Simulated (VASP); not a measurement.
A run of VASP 6.6.1:

Contents of INCAR:

```
SYSTEM = CF4
PREC = Accurate
ENCUT = 520
EDIFF = 1E-6
ISMEAR = -1
SIGMA = 0.03
LREAL = .FALSE.
LASPH = .TRUE.
NELM = 80
ALGO = Normal
ISIF = 2
LWAVE = .FALSE.
LCHARG = .FALSE.
GGA = PS
NBANDS = 24
```

KPOINTS

```
Automatic mesh
0
G
  6 6 6
  0 0 0
```

Contents of POSCAR:

```
CF4
1.0
   -2.2218337291      2.2218337291      2.2218337291
    2.2218337291     -2.2218337291      2.2218337291
    2.2218337291      2.2218337291     -2.2218337291
C F
1 4
Direct
    0.0000000000      0.0000000000      0.0000000000
    0.0000000000      0.0000000000      0.5000000000
    0.0000000000      0.5000000000      0.0000000000
    0.5000000000      0.0000000000      0.0000000000
    0.5000000000      0.5000000000      0.5000000000
```

Potentials or basis: VASP PAW PBE potentials, release 64 (C, F).

Run with:

```sh
$ cat potpaw_PBE.64/C/POTCAR potpaw_PBE.64/F/POTCAR > POTCAR
$ mpirun -np 1 vasp_std > vasp.out
```

Hardware: 1 thread of Intel(R) Xeon(R) Platinum 8488C (Sapphire Rapids), with other jobs on the host.

Q: How long does it take, and how much memory?

A: It took 16 s on 1 thread of Intel(R) Xeon(R) Platinum 8488C (Sapphire Rapids) (shared host), peak memory 0.16 GiB. Counts: scf iterations 15, k points 16.
